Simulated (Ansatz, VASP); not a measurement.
Te in VASP and in Ansatz

```
CELL_PARAMETERS angstrom
4.45400 0.00000 0.00000
-2.22700 3.85728 0.00000
0.00000 0.00000 5.92400
ATOMIC_POSITIONS crystal
Te 0.73100 0.73100 0.00000
Te 0.00000 0.26900 0.66667
Te 0.26900 0.00000 0.33333
```

Alike in both runs: task relaxation of cell and atoms; functional PBE; k mesh 7 × 7 × 5; occupations fermi-dirac, width 0.05 eV; no spin polarisation.

|  | VASP | Ansatz |
| --- | --- | --- |
| version | VASP 6.6.1 | Ansatz 0.2.0 |
| potentials or method | VASP PAW PBE potentials, release 64 (Te) | Ansatz PAW |
| plane-wave cutoff (eV) | 600 | 420 |
| valence electrons in the cell | 18 | 48 |

|  | VASP | Ansatz | Ansatz less VASP |
| --- | --- | --- | --- |
| gap on the k mesh at the Fermi level, each at its own relaxed structure (eV) | 0.61 | 0.62 | +0.017 |
| relaxed volume (Å³/atom) | 35.10 | 35.14 | +0.041 |
| relaxed length of the cell vector where the two differ most in proportion (Å) | 4.519 | 4.522 | +0.0031 |

VASP's potentials hold 18 valence electrons a cell and Ansatz's 48, so a difference there can come from the potentials and not from the codes.

Spin-orbit coupling is off throughout. Noted on Ansatz's run: odd divisions of the mesh miss points on the zone boundary, where band edges often lie, so the gap on the mesh can be too wide; the plane-wave basis is chosen anew once the cell has moved, so the energies of steps on either side of that aren't comparable.
